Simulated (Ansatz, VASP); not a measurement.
# One calculation of Bi2Te3, two programs

INCAR

```
PREC     = Accurate       # precision mode
ENCUT    = 520            # plane-wave cutoff, eV
EDIFF    = 1E-6           # SCF threshold, eV
ISMEAR   = -1             # smearing method
SIGMA    = 0.08           # smearing width, eV
LREAL    = False          # projectors in reciprocal space
LASPH    = True           # aspherical terms in the spheres
NELM     = 100            # most SCF steps
ALGO     = Normal         # electronic algorithm
ISIF     = 2              # what is computed and relaxed
LWAVE    = False          # write WAVECAR
LCHARG   = True           # write CHGCAR
GGA      = PE             # functional
LELF     = True           # ELF
LVHAR    = True         
NBANDS   = 32             # bands
```

The input KPOINTS:

```
Automatic mesh
0
Gamma
  8 8 8
```

Contents of POSCAR:

```
Bi2Te3
1.0
    2.2085012539      1.2750787934     10.0461367000
   -2.2085012539      1.2750787934     10.0461367000
    0.0000000000     -2.5501575869     10.0461367000
Bi Te
2 3
Direct
    0.8120000000      0.8120000000      0.8120000000
    0.4020000000      0.4020000000      0.4020000000
    0.6110000000      0.6110000000      0.6110000000
    0.2000000000      0.2000000000      0.2000000000
    0.0000000000      0.0000000000      0.0000000000
```

Input for Ansatz:

```yaml
crystal:
  lattice:
    - [2.2085012539, 1.2750787934, 10.0461367]
    - [-2.2085012539, 1.2750787934, 10.0461367]
    - [0.0, -2.5501575869, 10.0461367]
  atoms:
    - { symbol: Bi, position: [0.812, 0.812, 0.812] }
    - { symbol: Bi, position: [0.402, 0.402, 0.402] }
    - { symbol: Te, position: [0.611, 0.611, 0.611] }
    - { symbol: Te, position: [0.2, 0.2, 0.2] }
    - { symbol: Te, position: [0.0, 0.0, 0.0] }
kpoints:
  mp_grid: { grid: [8, 8, 8] }
  band_path:
    path:
      - [0.0, 0.0, 0.0]
      - [0.5, 0.5, 0.5]
      - [0.8225938196, 0.1774061804, 0.5]
      - [0.5, -0.1774061805, 0.1774061805]
      - [0.5, 0.0, 0.0]
      - [0.0, 0.0, 0.0]
      - [0.3387030902, -0.3387030902, 0.0]
      - [0.6612969098, 0.0, 0.3387030902]
      - [0.5, 0.0, 0.5]
    npoints: 5
scf:
  occupations: { method: fermi_dirac, width: 0.08 }
hamiltonian:
  xc: pbe
  pseudopotentials: { kind: all_electron, lapw: { basis_error: 0.001 } }
output:
  forces: true
  stress: true
  eigenvalues: true
```

Change from the starting cell: zz strain of +1 %.

Alike in both runs: task single point; functional PBE; k mesh 8 × 8 × 8; occupations fermi-dirac, width 0.08 eV; no spin polarisation.

```csv
,VASP,Ansatz
version,VASP 6.6.1,Ansatz 0.2.0
potentials or method,"VASP PAW PBE potentials, release 64 (Bi_d, Te), cutoff 520 eV","all-electron LAPW, scalar-relativistic"
```

|  | VASP | Ansatz | Ansatz less VASP |
| --- | --- | --- | --- |
| pressure (GPa) | 1.1 | 1.2 | +0.05 |
| traceless stress, the component that is largest in VASP (GPa) | -0.76 | -0.75 | +0.007 |
| rms of the force components (eV/Å) | 0.468 | 0.466 | -0.0026 |

Atom by atom the forces differ by 0.003 eV/Å (rms over components). Ansatz ran all-electron here, and VASP with PAW potentials.

Neither program's run includes spin-orbit coupling.
